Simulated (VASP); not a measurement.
Runs of VASP 6.6.1 on GaP. The structure is that of space group F-43m (No. 216), or close to it. The cells are those of the table. 

```csv
level,cell,smearing,gap on the mesh (eV),pressure (GPa)
r2SCAN,"a = 3.845, b = 3.845, c = 3.836 Å, angles 60.1, 60.1, 59.8°, 2 atoms",gaussian 0.01 eV,(b),0.8
PBE,"a = 3.845, b = 3.845, c = 3.836 Å, angles 60.1, 60.1, 59.8°, 2 atoms",fermi-dirac 0.02 eV,1.60,3.2
r2SCAN,"a = 4.005 Å, angles 60.0°, 2 atoms",gaussian 0.01 eV,1.36,-7.8
PBE,"a = 4.005 Å, angles 60.0°, 2 atoms",fermi-dirac 0.02 eV,(a),-5.3
```

Alike in all rows: task single point; potentials or basis VASP PAW PBE potentials, release 64 (Ga_d, P); no spin polarisation; k mesh 8 × 8 × 8; cutoff (eV) 520.

Fill in the values left out.

(a) 0.90; (b) 1.86.

Caveats: the PAW data sets were made with another functional, which shifts forces and pressure a little (some runs).

A k mesh can miss the band edges, and the runs leave out spin-orbit coupling on Ga.
